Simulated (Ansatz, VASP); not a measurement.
## Two plane-wave programs on W

```
W
1.0
    -0.14899    1.98648    1.68851
     1.83749    0.00000    1.53952
     1.98648    1.98648   -0.14899
W
1
Direct
  0.00000 0.00000 0.00000
```

Change from the starting cell: engineering shear strain xz -0.1500, normal strain along z -0.1500.

Alike in both runs: task single point; functional LDA; k mesh 20 × 20 × 20; occupations gaussian, width 0.15 eV; no spin polarisation.

```csv
,VASP,Ansatz
version,VASP 6.6.1,Ansatz 0.2.0
potentials or method,"VASP PAW LDA potentials, release 64 (W_sv), cutoff 520 eV","scalar-relativistic, plane waves, PAW"
valence electrons in the cell,14,14
```

Ansatz gave:

- gap on the k mesh at the Fermi level (eV): none
- pressure (GPa): 79.8
- traceless stress, the component that is largest in VASP (GPa): 34.11

Problem. Which values does VASP return?

Solution. gap on the k mesh at the Fermi level (eV): none; pressure (GPa): 83.9; traceless stress, the component that is largest in VASP (GPa): 35.64.

Ansatz warns that its potentials were made for another functional, while VASP's fit it. LDA's correlation is that of Perdew and Zunger in VASP and of Perdew and Wang (1992) in Ansatz. A gap of «none» marks a metal or a gap that the smearing closes. Both programs put the cell under a high pressure, so it lies far from rest at this level.

Spin-orbit coupling is off throughout. Noted on VASP's run: the cell as given lies far from equilibrium.
